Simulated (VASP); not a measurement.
# Rb4O (I4/mmm) in VASP: notebook

Rb4O is run at these levels: PBE; tasks: single point, relaxation of cell and atoms.

Program: VASP 6.6.1. These are calculated values, not measurements. Logs are shortened: lines on timing, memory, paths and dates and some standing lists are left out, and cuts for length are marked.

## 1. The cell of the first run

Symmetry: I4/mmm, No. 139, tetragonal system. The conventional cell has a = 7.574 Å, b = 7.574 Å, c = 6.775 Å, α = 90.00°, β = 90.00°, γ = 90.00°. Within 2.7 Å of Rb (site symmetry m2m) lie 1 O at 2.01 Å. Within 2.7 Å of O (site symmetry 4/mmm) lie 4 Rb at 2.01 Å.

The cell was built from a structure type or drawn by symmetry, and may not be a known phase.

## 2. Single point, PBE

INCAR

```
PREC = Accurate
ENCUT = 520
EDIFF = 1E-6
ISMEAR = 0
SIGMA = 0.1
LREAL = F
LASPH = T
NELM = 80
ALGO = Normal
ISIF = 2
LWAVE = F
LCHARG = F
GGA = PE
NBANDS = 29
```

KPOINTS

```
Automatic mesh
0
Gamma
  4 4 4
```

POSCAR

```
Rb4O
1.0
   -3.7872047100      3.7872047100      3.3875875800
    3.7872047100     -3.7872047100      3.3875875800
    3.7872047100      3.7872047100     -3.3875875800
Rb O
4 1
Direct
    0.5000000000      0.2344711200      0.7344711200
    0.5000000000      0.7655288800      0.2655288800
    0.2344711200      0.5000000000      0.7344711200
    0.7655288800      0.5000000000      0.2655288800
    0.5000000000      0.5000000000      0.0000000000
```

Potentials or basis: VASP PAW PBE potentials, release 64 (Rb_sv, O).

Started as:

```
$ cat potpaw_PBE.64/Rb_sv/POTCAR potpaw_PBE.64/O/POTCAR > POTCAR
$ mpirun -np 1 vasp_std > vasp.out
```

OUTCAR:

```text
PREC = Accurate
   ENCUT = 520
   EDIFF = 1E-6
   ISMEAR = 0
   LREAL = F
   LASPH = T
   NELM = 80
   ISIF = 2
   GGA = PE

 ion  position               nearest neighbor table
   1  0.500  0.234  0.734-   5 2.01   3 2.84   4 2.84   2 3.55   2 4.02   4 4.22   3 4.22   3 4.22
                             4 4.22   2 5.09   2 5.09   2 5.09   2 5.09
   2  0.500  0.766  0.266-   5 2.01   4 2.84   3 2.84   1 3.55   1 4.02   3 4.22   3 4.22   4 4.22
                             4 4.22   1 5.09   1 5.09   1 5.09   1 5.09
   3  0.234  0.500  0.734-   5 2.01   1 2.84   2 2.84   4 3.55   4 4.02   1 4.22   2 4.22   1 4.22
                             2 4.22   4 5.09   4 5.09   4 5.09   4 5.09
   4  0.766  0.500  0.266-   5 2.01   2 2.84   1 2.84   3 3.55   3 4.02   1 4.22   1 4.22   2 4.22
                             2 4.22   3 5.09   3 5.09   3 5.09   3 5.09
   5  0.500  0.500  0.000-   1 2.01   2 2.01   3 2.01   4 2.01

 -----------------------------------------------------------------------------
|                                                                             |
|           W    W    AA    RRRRR   N    N  II  N    N   GGGG   !!!           |
|           W    W   A  A   R    R  NN   N  II  NN   N  G    G  !!!           |
|           W    W  A    A  R    R  N N  N  II  N N  N  G       !!!           |
|           W WW W  AAAAAA  RRRRR   N  N N  II  N  N N  G  GGG   !            |
|           WW  WW  A    A  R   R   N   NN  II  N   NN  G    G                |
|           W    W  A    A  R    R  N    N  II  N    N   GGGG   !!!           |
|                                                                             |
|     The distance between some ions is very small. Please check the          |
|     nearest-neighbor list in the OUTCAR file.                               |
|     I HOPE YOU KNOW WHAT YOU ARE DOING!                                     |
|                                                                             |
 -----------------------------------------------------------------------------

  LATTYP: Found a body centered tetragonal cell.
 ALAT       =     7.5744094200
 C/A-ratio  =     0.8944823001

  Lattice vectors:

 A1 = (  -3.7872047100,   3.7872047100,   3.3875875800)
 A2 = (   3.7872047100,  -3.7872047100,   3.3875875800)
 A3 = (   3.7872047100,   3.7872047100,  -3.3875875800)

Analysis of symmetry for initial positions (statically):
=====================================================================
 Subroutine PRICEL returns:
 Original cell was already a primitive cell.

 Routine SETGRP: Setting up the symmetry group for a
 body centered tetragonal supercell.

 Subroutine GETGRP returns: Found 16 space group operations
 (whereof 16 operations were pure point group operations)
 out of a pool of 16 trial point group operations.

[... 116 lines left out ...]
   POTIM  = 0.5000    time-step for ionic-motion
   TEBEG  =    0.0;   TEEND  =   0.0 temperature during run
   PSTRESS=    0.0 pullay stress
   NELECT =      42.0000    total number of electrons
   NUPDOWN=      -1.0000    fix difference up-down
   EMIN   =  10.00;   EMAX   =-10.00  energy-range for DOS
   EFERMI =   0.00;   METHOD = LEGACY
   ISMEAR =     0;   SIGMA  =   0.10  broadening in eV -4-tet -1-fermi 0-gaus
   EFERMI_NEDOS =   21; number of points for ismear=-14 and -15
   IALGO  =     38    algorithm
   IMIX   =      4    mixing-type and parameters
     AMIX     =   0.40;   BMIX     =  1.00
     AMIX_MAG =   1.60;   BMIX_MAG =  1.00
  volume/ion in A,a.u.               =      38.87       262.31
  Fermi-wavevector in a.u.,A,eV,Ry     =   0.982416  1.856496 13.131531  0.965140
  Thomas-Fermi vector in A             =   2.113496
   LORBIT       =      0    0 simple, 1 ext, 2 COOP (PROOUT), +10 PAW based schemes
   GGA     = PE    functional components
   LHFCALC =     F    Hartree Fock is set to
   AEXX    =    0.0000 exact exchange contribution
   IVDW    =     0    specifies the selected vdW correction
   LEPSILON=     F    determine dielectric tensor
   LRPA    =     F    only Hartree local field effects (RPA)
 non-spin polarized calculation
 Gauss-broadening in eV      SIGMA  =   0.10
  energy-cutoff  :      520.00
  volume of cell :      194.35
 maximum number of plane-waves:      5262
   NGX = 23   NGY = 23   NGZ = 23

 number of electron      41.9999994 magnetization

 Free energy of the ion-electron system (eV)
  ---------------------------------------------------
  ext. energy  EPLUGINS =         0.00000000
  ---------------------------------------------------
  free energy    TOTEN  =        -3.80901229 eV

  energy without entropy =       -3.79600755  energy(sigma->0) =       -3.80250992

 E-fermi :   1.8050     XC(G=0):  -7.1215

 val. band max:        1.7584067502   @ k =   0.5000   0.5000   0.5000
 cond. band min:       1.8168704756   @ k =   0.5000   0.5000   0.2500
 fundamental gap:      0.0584637253
 Fermi energy:         1.8050057420

 k-point     1 :       0.0000    0.0000    0.0000
  band No.  band energies     occupation
      1     -27.3182      2.00000
      2     -26.6251      2.00000
      3     -26.6251      2.00000
      4     -26.2200      2.00000
      5     -18.2337      2.00000
      6     -12.2147      2.00000
[... 405 lines left out ...]
     28       5.7417      0.00000
     29       5.9053      0.00000

------------------------ aborting loop because EDIFF is reached ----------------------------------------

  FORCE on cell =-STRESS in cart. coord.  units (eV):
  Direction    XX          YY          ZZ          XY          YZ          ZX
  --------------------------------------------------------------------------------------
  -------------------------------------------------------------------------------------
  Total       33.7685571     33.7685571      2.5269115      0.0000000      0.0000000      0.0000000
  in kB      278.3780587    278.3780587     20.8311160      0.0000000      0.0000000      0.0000000
  external PRESSURE =     192.5290778 kB  Pullay stress =       0.0000000 kB

 VOLUME and BASIS-vectors are now :
 -----------------------------------------------------------------------------
  energy-cutoff  :      520.00
  volume of cell :      194.35
      direct lattice vectors                 reciprocal lattice vectors
    -3.787204710  3.787204710  3.387587580     0.000000000  0.132023494  0.147597660
     3.787204710 -3.787204710  3.387587580     0.132023494  0.000000000  0.147597660
     3.787204710  3.787204710 -3.387587580     0.132023494  0.132023494  0.000000000

 POSITION                                       TOTAL-FORCE (eV/Angst)
 -----------------------------------------------------------------------------------
      1.77598      3.78720      0.00000        -7.395702     -0.000000     -0.000000
      2.01122      0.00000      3.38759         7.395702      0.000000      0.000000
      3.78720      1.77598      0.00000        -0.000000     -7.395702     -0.000000
      0.00000      2.01122      3.38759        -0.000000      7.395702      0.000000
      0.00000      0.00000      3.38759        -0.000000      0.000000     -0.000000
 -----------------------------------------------------------------------------------
    total drift:                                0.000000     -0.000000      0.000000

  FREE ENERGIE OF THE ION-ELECTRON SYSTEM (eV)
  ---------------------------------------------------
  free  energy   TOTEN  =        -3.8090122895 eV

  energy  without entropy=       -3.7960075501  energy(sigma->0) =       -3.80250992
```

OSZICAR:

```text
N       E                     dE             d eps       ncg     rms          rms(c)
DAV:   1     0.333742981639E+03    0.33374E+03   -0.18918E+04   754   0.124E+03
DAV:   2     0.187716604363E+02   -0.31497E+03   -0.30817E+03  1019   0.276E+02
DAV:   3    -0.103481091890E+02   -0.29120E+02   -0.29011E+02   980   0.858E+01
DAV:   4    -0.119634953163E+02   -0.16154E+01   -0.16064E+01  1215   0.177E+01
DAV:   5    -0.120092725281E+02   -0.45777E-01   -0.45770E-01   997   0.276E+00    0.312E+01
DAV:   6    -0.342909571944E+01    0.85802E+01   -0.35133E+01   942   0.408E+01    0.171E+01
DAV:   7    -0.408100721768E+01   -0.65191E+00   -0.10020E+01   903   0.129E+01    0.886E+00
DAV:   8    -0.485680115065E+01   -0.77579E+00   -0.14366E+01   849   0.151E+01    0.693E+00
DAV:   9    -0.375592796090E+01    0.11009E+01   -0.61736E+00   869   0.119E+01    0.459E-01
DAV:  10    -0.380813025700E+01   -0.52202E-01   -0.49655E-01   921   0.288E+00    0.567E-01
DAV:  11    -0.380986926475E+01   -0.17390E-02   -0.31435E-02   896   0.762E-01    0.293E-01
DAV:  12    -0.380978038169E+01    0.88883E-04   -0.25745E-02   874   0.682E-01    0.191E-01
DAV:  13    -0.380938863071E+01    0.39175E-03   -0.18908E-03  1005   0.201E-01    0.192E-01
DAV:  14    -0.380900383142E+01    0.38480E-03   -0.18420E-03   839   0.175E-01    0.361E-02
DAV:  15    -0.380903269567E+01   -0.28864E-04   -0.58737E-04   886   0.102E-01    0.385E-02
DAV:  16    -0.380901147322E+01    0.21222E-04   -0.14047E-04   859   0.483E-02    0.136E-02
DAV:  17    -0.380901228948E+01   -0.81625E-06   -0.87432E-06   840   0.151E-02
   1 F= -.38090123E+01 E0= -.38025099E+01  d E =-.130047E-01
```

stdout:

```text
POSCAR found type information on POSCAR RbO
 POSCAR found :  2 types and       5 ions
 scaLAPACK will be used
 LDA part: xc-table for (Slater+PW92), standard interpolation
 -----------------------------------------------------------------------------
|                                                                             |
|           W    W    AA    RRRRR   N    N  II  N    N   GGGG   !!!           |
|           W    W   A  A   R    R  NN   N  II  NN   N  G    G  !!!           |
|           W    W  A    A  R    R  N N  N  II  N N  N  G       !!!           |
|           W WW W  AAAAAA  RRRRR   N  N N  II  N  N N  G  GGG   !            |
|           WW  WW  A    A  R   R   N   NN  II  N   NN  G    G                |
|           W    W  A    A  R    R  N    N  II  N    N   GGGG   !!!           |
|                                                                             |
|     The distance between some ions is very small. Please check the          |
|     nearest-neighbor list in the OUTCAR file.                               |
|     I HOPE YOU KNOW WHAT YOU ARE DOING!                                     |
|                                                                             |
 -----------------------------------------------------------------------------

 POSCAR, INCAR and KPOINTS ok, starting setup
 FFT: planning ... GRIDC
 FFT: planning ... GRID_SOFT
 FFT: planning ... GRID
 WAVECAR not read
 entering main loop
```

Wall time 68 s (1 thread of Intel Xeon Platinum 8488C (Sapphire Rapids), shared host); peak memory 0.32 GiB.

Results:

| Item | Value |
| --- | --- |
| Free energy | -3.8090 eV |
| Pressure | 19.3 GPa |
| Largest force | 7.396 eV/Å |
| Band gap on the k mesh | zero (bands 21 and 22 overlap by 0.36 eV) |

Forces in eV/Å, atoms in the order of the input:
```
Rb  -7.396  0.000  0.000
Rb   7.396  0.000  0.000
Rb   0.000 -7.396  0.000
Rb   0.000  7.396  0.000
O    0.000  0.000  0.000
```

Caveat: the cell stands under pressure; forces of over 1 eV/Å act on the atoms, so gaps and moduli don't describe the material at rest.

(Continued in part 2 of 2.)
